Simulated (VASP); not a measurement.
A run of VASP 6.6.1 is set up as follows.

The input INCAR:

```
SYSTEM = TiCo
PREC = Accurate ; ENCUT = 520
EDIFF = 1E-8 ; ISMEAR = 0
SIGMA = 0.2 ; LREAL = .FALSE.
LASPH = .TRUE. ; NELM = 150
ALGO = Normal ; ISIF = 2
LWAVE = .FALSE. ; LCHARG = .FALSE.
ISPIN = 2 ; MAGMOM = 0 1.04
LORBIT = 11 ; LMAXMIX = 4
GGA = PE ; IBRION = 8
NSW = 1
```

The input KPOINTS:

```
Automatic mesh
0
G
  18 18 18
  0 0 0
```

File POSCAR:

```
TiCo
1.0
    2.9847476852      0.0000000000      0.0000000000
    0.0000000000      2.9847476852      0.0000000000
    0.0000000000      0.0000000000      2.9847476852
Ti Co
1 1
Direct
    0.0000000000      0.0000000000      0.0000000000
    0.5000000000      0.5000000000      0.5000000000
```

Potentials or basis: VASP PAW PBE potentials, release 64 (Ti_sv, Co).

Command:

```console
$ cat potpaw_PBE.64/Ti_sv/POTCAR potpaw_PBE.64/Co/POTCAR > POTCAR
$ mpirun -np 1 vasp_std > vasp.out
```

What does it give for the highest phonon frequency at Γ?

224 cm⁻¹.

Predict the net moment.

0.82 μB per cell.

Predict the site moments.

Ti -0.03; Co +0.90 μB.

Phonon frequencies in cm⁻¹ (negative: imaginary):
```csv
q point,frequencies
"(0.000, 0.000, 0.000)",0 0 0 224 224 224
```
